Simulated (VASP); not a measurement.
# Au (I4/mmm) in VASP: further runs

Au is run at these levels: r2SCAN; tasks: single point.

Program: VASP 6.6.1. These are calculated values, not measurements. Logs are shortened: lines on timing, memory, paths and dates and some standing lists are left out, and cuts for length are marked.

### 1 The cell of the first run

It takes space group I4/mmm (No. 139, tetragonal). Conventional cell: a = 3.182 Å, b = 3.182 Å, c = 3.580 Å, α = 90.00°, β = 90.00°, γ = 90.00°. Au (site symmetry 4/mmm) has 14 Au at 2.88 to 3.58 Å within 3.8 Å.

### 2 Single point, r2SCAN (strain -0.040 along x and y, +0.080 along z)

File POSCAR:

```
Au
1.0
   -1.5909782400      1.5909782400      1.7898505200
    1.5909782400     -1.5909782400      1.7898505200
    1.5909782400      1.5909782400     -1.7898505200
Au
1
Direct
    0.0000000000      0.0000000000      0.0000000000
```

File INCAR.step1:

```
SYSTEM = Au
  PREC = Accurate
  ENCUT = 520
  ISMEAR = 0
  SIGMA = 0.15
  LREAL = .False.
  LASPH = .True.
  NELM = 60
  NBANDS = 12
  GGA = PE
  ALGO = Normal
  EDIFF = 1E-4
  LWAVE = .True.
  LCHARG = .False.
```

File INCAR.step2:

```
SYSTEM = Au
  PREC = Accurate
  ENCUT = 520
  EDIFF = 1E-7
  ISMEAR = 0
  SIGMA = 0.15
  LREAL = .False.
  LASPH = .True.
  NELM = 60
  ALGO = Normal
  ISIF = 2
  LWAVE = .False.
  LCHARG = .True.
  METAGGA = R2SCAN
  LMIXTAU = .True.
  LELF = .True.
  LVHAR = .True.
  NBANDS = 12
  ISTART = 1
```

File KPOINTS:

```
regular mesh
0
Gamma
  24 24 24
  0 0 0
```

Potentials or basis: VASP PAW PBE potentials, release 64 (Au).

On the command line:

```sh
$ cat potpaw_PBE.64/Au/POTCAR > POTCAR
$ cp INCAR.step1 INCAR
$ mpirun -np 1 vasp_std > vasp.out
$ cp INCAR.step2 INCAR
$ mpirun -np 1 vasp_std > vasp.out
```

OUTCAR:

```text
SYSTEM = Au
   PREC = Accurate
   ENCUT = 520
   EDIFF = 1E-7
   ISMEAR = 0
   LREAL = .False.
   LASPH = .True.
   NELM = 60
   ISIF = 2
   METAGGA = R2SCAN
   ISTART = 1

 ion  position               nearest neighbor table
   1  0.000  0.000  0.000-

  LATTYP: Found a body centered tetragonal cell.
 ALAT       =     3.1819564800
 C/A-ratio  =     1.1250000000

  Lattice vectors:

 A1 = (  -1.5909782400,   1.5909782400,   1.7898505200)
 A2 = (   1.5909782400,  -1.5909782400,   1.7898505200)
 A3 = (   1.5909782400,   1.5909782400,  -1.7898505200)

Analysis of symmetry for initial positions (statically):
=====================================================================
 Subroutine PRICEL returns:
 Original cell was already a primitive cell.

 Routine SETGRP: Setting up the symmetry group for a
 body centered tetragonal supercell.

 Subroutine GETGRP returns: Found 16 space group operations
 (whereof 16 operations were pure point group operations)
 out of a pool of 16 trial point group operations.

The static configuration has the point symmetry D_4h.

Analysis of symmetry for dynamics (positions and initial velocities):
=====================================================================
 Subroutine PRICEL returns:
 Original cell was already a primitive cell.

 Routine SETGRP: Setting up the symmetry group for a
 body centered tetragonal supercell.

 Subroutine GETGRP returns: Found 16 space group operations
 (whereof 16 operations were pure point group operations)
 out of a pool of 16 trial point group operations.

The dynamic configuration has the point symmetry D_4h.

 Subroutine INISYM returns: Found 16 space group operations
 (whereof 16 operations are pure point group operations),
 and found     1 'primitive' translations

----------------------------------------------------------------------------------------

                                     Primitive cell

  volume of cell :      18.1220

  direct lattice vectors                    reciprocal lattice vectors
    -1.590978240  1.590978240  1.789850520     0.000000000  0.314272054  0.279352937
     1.590978240 -1.590978240  1.789850520     0.314272054  0.000000000  0.279352937
     1.590978240  1.590978240 -1.789850520     0.314272054  0.314272054  0.000000000

  length of vectors
     2.875063200  2.875063200  2.875063200     0.420481852  0.420481852  0.444447802

  position of ions in fractional coordinates (direct lattice)
     0.000000000  0.000000000  0.000000000

  ion indices of the primitive-cell ions
   primitive index   ion index
                 1           1

----------------------------------------------------------------------------------------

 KPOINTS: regular mesh

Automatic generation of k-mesh.
 Grid dimensions read from file:
 generate k-points for:   24   24   24

 Generating k-lattice:

  Cartesian coordinates                     Fractional coordinates (reciprocal lattice)
     0.000000000  0.013094669  0.011639706     0.041666667 -0.000000000  0.000000000
     0.013094669  0.000000000  0.011639706    -0.000000000  0.041666667  0.000000000
     0.013094669  0.013094669  0.000000000     0.000000000  0.000000000  0.041666667

  Length of vectors
     0.017520077  0.017520077  0.018518658

  Shift w.r.t. Gamma in fractional coordinates (k-lattice)
     0.000000000  0.000000000  0.000000000

 Subroutine IBZKPT returns following result:
 ===========================================

 Found   1063 irreducible k-points:

 Following reciprocal coordinates:
            Coordinates               Weight
  0.000000  0.000000  0.000000      1.000000
  0.041667  0.000000  0.000000      8.000000
  0.083333  0.000000  0.000000      8.000000
  0.125000 -0.000000  0.000000      8.000000
  0.166667  0.000000  0.000000      8.000000
  0.208333  0.000000 -0.000000      8.000000
[... 16 lines left out ...]
  0.416667  0.041667  0.000000     16.000000
  0.458333  0.041667  0.000000     16.000000
 [... further k-points ...]
   k-points           NKPTS =   1063   k-points in BZ     NKDIM =   1063   number of bands    NBANDS=     12
   number of dos      NEDOS =    301   number of ions     NIONS =      1
   total plane-waves  NPLWV =  13824
   dimension x,y,z NGX =    24 NGY =   24 NGZ =   24
   dimension x,y,z NGXF=    48 NGYF=   48 NGZF=   48
   ions per type =               1
   NGX,Y,Z   is equivalent  to a cutoff of  13.88, 13.88, 13.88 a.u.
   NGXF,Y,Z  is equivalent  to a cutoff of  27.76, 27.76, 27.76 a.u.
 SYSTEM =  Au
   PREC   = accura    normal or accurate (medium, high low for compatibility)
   ISTART =      1    job   : 0-new  1-cont  2-samecut
   ICHARG =      0    charge: 1-file 2-atom 10-const
   ISPIN  =      1    spin polarized calculation?
   LNONCOLLINEAR =      F non collinear calculations
   LSORBIT =      F    spin-orbit coupling
   LASPH  =      T    aspherical Exc in radial PAW
   ENCUT  =  520.0 eV  38.22 Ry    6.18 a.u.   5.35  5.35  5.35*2*pi/ulx,y,z
   NELM   =     60;   NELMIN=  2; NELMDL=  0     # of ELM steps
   EDIFF  = 0.1E-06   stopping-criterion for ELM
   LREAL  =      F    real-space projection
   EDIFFG = 0.1E-05   stopping-criterion for IOM
   NSW    =      0    number of steps for IOM
   IBRION =     -1    ionic relax: 0-MD 1-quasi-New 2-CG
   NFREE  =      0    steps in history (QN), initial steepest desc. (CG)
   ISIF   =      2    stress and relaxation
   ISYM   =      2    0-nonsym 1-usesym 2-fastsym
   POTIM  = 0.5000    time-step for ionic-motion
   TEBEG  =    0.0;   TEEND  =   0.0 temperature during run
   PSTRESS=    0.0 pullay stress
   NELECT =      11.0000    total number of electrons
   NUPDOWN=      -1.0000    fix difference up-down
   EMIN   =  10.00;   EMAX   =-10.00  energy-range for DOS
   EFERMI =   0.00;   METHOD = LEGACY
   ISMEAR =     0;   SIGMA  =   0.15  broadening in eV -4-tet -1-fermi 0-gaus
   EFERMI_NEDOS =   21; number of points for ismear=-14 and -15
   IALGO  =     38    algorithm
   IMIX   =      4    mixing-type and parameters
     AMIX     =   0.40;   BMIX     =  1.00
     AMIX_MAG =   1.60;   BMIX_MAG =  1.00
  volume/ion in A,a.u.               =      18.12       122.29
  Fermi-wavevector in a.u.,A,eV,Ry     =   1.386130  2.619406 26.141643  1.921357
  Thomas-Fermi vector in A             =   2.510475
   LORBIT       =      0    0 simple, 1 ext, 2 COOP (PROOUT), +10 PAW based schemes
   METAGGA = R2SCAN    functional components
   LHFCALC =     F    Hartree Fock is set to
   AEXX    =    0.0000 exact exchange contribution
   IVDW    =     0    specifies the selected vdW correction
   LEPSILON=     F    determine dielectric tensor
   LRPA    =     F    only Hartree local field effects (RPA)
 non-spin polarized calculation
 Gauss-broadening in eV      SIGMA  =   0.15
  energy-cutoff  :      520.00
  volume of cell :       18.12
 maximum number of plane-waves:       503
 NGX is ok and might be reduce to    24
   NGX = 11   NGY = 11   NGZ = 11

 number of electron      11.0000000 magnetization

 Free energy of the ion-electron system (eV)
  ---------------------------------------------------
  ext. energy  EPLUGINS =         0.00000000
  ---------------------------------------------------
  free energy    TOTEN  =       -50.57472276 eV

  energy without entropy =      -50.57131930  energy(sigma->0) =      -50.57302103

 E-fermi :   8.3986     XC(G=0): -13.1919

 val. band max:        8.3957132848   @ k =   0.3750   0.1250  -0.0000
 cond. band min:       8.4047198524   @ k =   0.3333   0.0833   0.0833
 fundamental gap:      0.0090065676
 Fermi energy:         8.3986413013

 k-point     1 :       0.0000    0.0000    0.0000
  band No.  band energies     occupation
      1      -1.0804      2.00000
      2       3.4019      2.00000
      3       3.4019      2.00000
      4       4.0402      2.00000
      5       4.8639      2.00000
      6       5.5678      2.00000
      7      24.5888      0.00000
      8      26.3647      0.00000
      9      26.3647      0.00000
     10      30.2585      0.00000
     11      33.3104      0.00000
     12      33.9665      0.00000

 k-point     2 :       0.0417    0.0000    0.0000
  band No.  band energies     occupation
      1      -1.0192      2.00000
      2       3.4058      2.00000
      3       3.4184      2.00000
      4       4.0469      2.00000
      5       4.8541      2.00000
      6       5.5549      2.00000
      7      24.6291      0.00000
      8      26.2839      0.00000
      9      26.4349      0.00000
     10      29.8242      0.00000
     11      32.8124      0.00000
     12      33.6586      0.00000

 k-point     3 :       0.0833    0.0000    0.0000
  band No.  band energies     occupation
      1      -0.8383      2.00000
      2       3.4166      2.00000
      3       3.4525      2.00000
      4       4.0828      2.00000
      5       4.8278      2.00000
      6       5.5203      2.00000
      7      24.7025      0.00000
      8      25.9404      0.00000
      9      26.6407      0.00000
     10      29.1521      0.00000
     11      31.5050      0.00000
     12      32.8610      0.00000
[... 286 lines left out ...]
 k-point    23 :       0.4167    0.0417    0.0000
  band No.  band energies     occupation
      1       1.3924      2.00000
      2       2.8857      2.00000
      3       4.6875      2.00000
      4       5.4940      2.00000
      5       6.2449      2.00000
      6       7.3524      2.00000
      7      12.6948      0.00000
      8      22.1570      0.00000
      9      23.4642      0.00000
     10      30.3205      0.00000
     11      31.1140      0.00000
     12      31.7921      0.00000

 k-point    24 :       0.4583    0.0417    0.0000
  band No.  band energies     occupation
      1       1.3840      2.00000
      2       2.8566      2.00000
      3       4.6682      2.00000
      4       5.5798      2.00000
      5       6.4516      2.00000
      6       8.0864      1.99676
      7      11.6148      0.00000
      8      22.0177      0.00000
      9      23.2045      0.00000
     10      30.1186      0.00000
     11      31.3424      0.00000
     12      31.7722      0.00000

 [... further k-points ...]

------------------------ aborting loop because EDIFF is reached ----------------------------------------

  FORCE on cell =-STRESS in cart. coord.  units (eV):
  Direction    XX          YY          ZZ          XY          YZ          ZX
  --------------------------------------------------------------------------------------
  -------------------------------------------------------------------------------------
  Total       -0.4722389     -0.4722389     -0.3789524      0.0000000     -0.0000000      0.0000000
  in kB      -41.7510231    -41.7510231    -33.5034911      0.0000000     -0.0000000      0.0000000
  external PRESSURE =     -39.0018458 kB  Pullay stress =       0.0000000 kB

 VOLUME and BASIS-vectors are now :
 -----------------------------------------------------------------------------
  energy-cutoff  :      520.00
  volume of cell :       18.12
      direct lattice vectors                 reciprocal lattice vectors
    -1.590978240  1.590978240  1.789850520     0.000000000  0.314272054  0.279352937
     1.590978240 -1.590978240  1.789850520     0.314272054  0.000000000  0.279352937
     1.590978240  1.590978240 -1.789850520     0.314272054  0.314272054  0.000000000

 POSITION                                       TOTAL-FORCE (eV/Angst)
 -----------------------------------------------------------------------------------
      0.00000      0.00000      0.00000         0.000000     -0.000000      0.000000
 -----------------------------------------------------------------------------------
    total drift:                               -0.000000      0.000000      0.000000

  FREE ENERGIE OF THE ION-ELECTRON SYSTEM (eV)
  ---------------------------------------------------
  free  energy   TOTEN  =       -50.5747227575 eV

  energy  without entropy=      -50.5713192966  energy(sigma->0) =      -50.57302103
```

Wall time 17 min (1 thread of Intel Xeon 8259CL, shared host); peak memory 0.34 GiB.

Results:

| Quantity | Value |
| --- | --- |
| Free energy | -50.5747 eV |
| Pressure | -3.9 GPa |
| Band gap on the k mesh | zero (an odd number of electrons rules out a gap without spin polarisation) |

Levels at points of the mesh, in eV from the Fermi level:
```csv
k point,band 3,band 4,band 5,band 6,band 7,band 8,band 9,band 10
"(0.00, 0.00, 0.00)",-5.00,-4.36,-3.53,-2.83,16.19,17.97,17.97,21.86
"(0.50, 0.00, 0.00)",-3.74,-2.74,-1.74,-0.43,3.02,13.64,15.00,21.77
"(0.50, 0.50, 0.00)",-2.69,-2.61,-1.56,0.22,3.94,11.90,12.38,19.68
"(0.50, 0.50, 0.50)",-2.13,-1.90,-1.90,4.43,7.72,7.72,8.71,15.54
```

Caveat: the cell differs from its parent crystal (strain -0.040 along x and y, +0.080 along z); the cell stands under tension; the PAW data sets were made with another functional, which shifts forces and pressure a little; spin-orbit coupling is left out, which moves the levels of the heavy elements.

### 3 Single point, r2SCAN (strain +0.040 along x and y, -0.080 along z)

File POSCAR:

```
Au
1.0
   -1.7235597600      1.7235597600      1.5246874800
    1.7235597600     -1.7235597600      1.5246874800
    1.7235597600      1.7235597600     -1.5246874800
Au
1
Direct
    0.0000000000      0.0000000000      0.0000000000
```

File INCAR.step1:

```
  PREC = Accurate
  ENCUT = 520
  ISMEAR = 0
  SIGMA = 0.15
  LREAL = F
  LASPH = T
  NELM = 80
  NBANDS = 12
  GGA = PE
  ALGO = Normal
  EDIFF = 1E-4
  LWAVE = T
  LCHARG = F
```

File INCAR.step2:

```
  PREC = Accurate
  ENCUT = 520
  EDIFF = 1E-6
  ISMEAR = 0
  SIGMA = 0.15
  LREAL = F
  LASPH = T
  NELM = 80
  ALGO = Normal
  ISIF = 2
  LWAVE = F
  LCHARG = T
  METAGGA = R2SCAN
  LMIXTAU = T
  LELF = T
  LVHAR = T
  NBANDS = 12
  ISTART = 1
```

File KPOINTS:

```
Automatic mesh
0
Gamma
  24 24 24
```

Potentials or basis: VASP PAW PBE potentials, release 64 (Au).

On the command line:

```sh
$ cat potpaw_PBE.64/Au/POTCAR > POTCAR
$ cp INCAR.step1 INCAR
$ mpirun -np 1 vasp_std > vasp.out
$ cp INCAR.step2 INCAR
$ mpirun -np 1 vasp_std > vasp.out
```

OUTCAR:

```text
PREC = Accurate
   ENCUT = 520
   EDIFF = 1E-6
   ISMEAR = 0
   LREAL = F
   LASPH = T
   NELM = 80
   ISIF = 2
   METAGGA = R2SCAN
   ISTART = 1

 ion  position               nearest neighbor table
   1  0.000  0.000  0.000-

  LATTYP: Found a body centered tetragonal cell.
 ALAT       =     3.4471195200
 C/A-ratio  =     0.8846153846

  Lattice vectors:

 A1 = (  -1.7235597600,   1.7235597600,   1.5246874800)
[... 538 lines left out ...]
      9      21.4499      0.00000
     10      29.2620      0.00000
     11      30.1956      0.00000
     12      31.9463      0.00000

 [... further k-points ...]

------------------------ aborting loop because EDIFF is reached ----------------------------------------

  FORCE on cell =-STRESS in cart. coord.  units (eV):
  Direction    XX          YY          ZZ          XY          YZ          ZX
  --------------------------------------------------------------------------------------
  -------------------------------------------------------------------------------------
  Total       -0.3635881     -0.3635881     -0.4869985      0.0000000     -0.0000000      0.0000000
  in kB      -32.1533858    -32.1533858    -43.0670063      0.0000000     -0.0000000      0.0000000
  external PRESSURE =     -35.7912593 kB  Pullay stress =       0.0000000 kB

 VOLUME and BASIS-vectors are now :
 -----------------------------------------------------------------------------
  energy-cutoff  :      520.00
  volume of cell :       18.12
      direct lattice vectors                 reciprocal lattice vectors
    -1.723559760  1.723559760  1.524687480     0.000000000  0.290097281  0.327936057
     1.723559760 -1.723559760  1.524687480     0.290097281  0.000000000  0.327936057
     1.723559760  1.723559760 -1.524687480     0.290097281  0.290097281  0.000000000

 POSITION                                       TOTAL-FORCE (eV/Angst)
 -----------------------------------------------------------------------------------
      0.00000      0.00000      0.00000         0.000000      0.000000      0.000000
 -----------------------------------------------------------------------------------
    total drift:                                0.000000      0.000000     -0.000000

  FREE ENERGIE OF THE ION-ELECTRON SYSTEM (eV)
  ---------------------------------------------------
  free  energy   TOTEN  =       -50.5764506948 eV

  energy  without entropy=      -50.5729049796  energy(sigma->0) =      -50.57467784
```

Run time: 14 min. Hardware: 1 thread of Intel Xeon 8259CL, shared host; peak memory 0.34 GiB.

Results:

* Free energy: -50.5765 eV
* Pressure: -3.6 GPa
* Band gap on the k mesh: zero (an odd number of electrons rules out a gap without spin polarisation)

Levels at points of the mesh, in eV from the Fermi level:
```
           k point  band 4  band 5  band 6  band 7  band 8  band 9
(0.00, 0.00, 0.00)   -4.53   -3.68   -2.73   16.48   16.48   19.06
(0.50, 0.00, 0.00)   -2.39   -1.67    0.01    3.70   12.44   13.15
(0.50, 0.50, 0.00)   -3.18   -1.76   -0.69    2.61   14.31   16.08
(0.50, 0.50, 0.50)   -2.06   -1.82    5.37    5.37    8.81    9.11
```

Caveat: the cell differs from its parent crystal (strain +0.040 along x and y, -0.080 along z); the cell stands under tension; the PAW data sets were made with another functional, which shifts forces and pressure a little; spin-orbit coupling is left out, which moves the levels of the heavy elements.

(Part 1 of 2 ends here.)

The gap in the log of VASP goes by the Fermi energy; the results here count the filled bands.